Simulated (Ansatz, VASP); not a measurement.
## One calculation of SnH, two programs

The input INCAR:

```
PREC = Accurate ; ENCUT = 520
EDIFF = 1E-6 ; ISMEAR = 0
SIGMA = 0.2 ; LREAL = False
LASPH = True ; NELM = 60
ALGO = Normal ; ISIF = 2
LWAVE = False ; LCHARG = False
GGA = PE ; NBANDS = 40
```

The input KPOINTS:

```
Automatic mesh
0
Gamma
  6 4 4
```

POSCAR

```
SnH
1.0
    0.0000000000      0.0000000000      3.1805306880
    5.1895010717      0.0000000000      0.0000000000
    0.0000000000      8.9884795221      0.0000000000
Sn H
4 4
Direct
    0.0011317337      1.0000000000      0.3333333333
    0.0011317337      0.5000000000      0.8333333333
    0.9988682663      0.5000000000      0.1666666667
    0.9988682663      0.0000000000      0.6666666667
    0.3804318005      0.0000000000      0.0000000000
    0.3804318005      0.5000000000      0.5000000000
    0.6195681995      0.5000000000      0.5000000000
    0.6195681995      1.0000000000      0.0000000000
```

Input for Ansatz:

```yaml
crystal:
  lattice:
    - [0.0, 0.0, 3.180530688]
    - [5.1895010717, 0.0, 0.0]
    - [0.0, 8.9884795221, 0.0]
  atoms:
    - { symbol: Sn, position: [0.0011317337, 1.0, 0.3333333333] }
    - { symbol: Sn, position: [0.0011317337, 0.5, 0.8333333333] }
    - { symbol: Sn, position: [0.9988682663, 0.5, 0.1666666667] }
    - { symbol: Sn, position: [0.9988682663, 0.0, 0.6666666667] }
    - { symbol: H, position: [0.3804318005, 0.0, 0.0] }
    - { symbol: H, position: [0.3804318005, 0.5, 0.5] }
    - { symbol: H, position: [0.6195681995, 0.5, 0.5] }
    - { symbol: H, position: [0.6195681995, 1.0, 0.0] }
basis:
  ecutwfc: 420
kpoints:
  mp_grid: { grid: [6, 4, 4] }
hamiltonian:
  xc: pbe
scf:
  occupations: { method: gaussian, width: 0.2 }
  lower_state_search: "off"
output:
  forces: true
  stress: true
  eigenvalues: true
```

Alike in both runs: task single point; functional PBE; k mesh 6 × 4 × 4; occupations gaussian, width 0.2 eV; no spin polarisation.

|  | VASP | Ansatz |
| --- | --- | --- |
| version | VASP 6.6.1 | Ansatz 0.2.0 |
| potentials or method | VASP PAW PBE potentials, release 64 (Sn_d, H), cutoff 520 eV | scalar-relativistic, plane waves, PAW |
| valence electrons in the cell | 60 | 60 |

VASP gave:

* gap on the k mesh at the Fermi level (eV): none
* pressure (GPa): -0.1
* traceless stress, the component that is largest in VASP (GPa): -0.36
* rms of the force components (eV/Å): 0.016

**Question.** Which values does Ansatz return?

**Answer.** gap on the k mesh at the Fermi level (eV): none; pressure (GPa): 0.0; traceless stress, the component that is largest in VASP (GPa): -0.37; rms of the force components (eV/Å): 0.014.

Atom by atom the forces differ by 0.003 eV/Å (rms over components). A gap of «none» marks a metal or a gap that the smearing closes. The functional is the same, so the differences come from potentials, cutoffs and numerics.
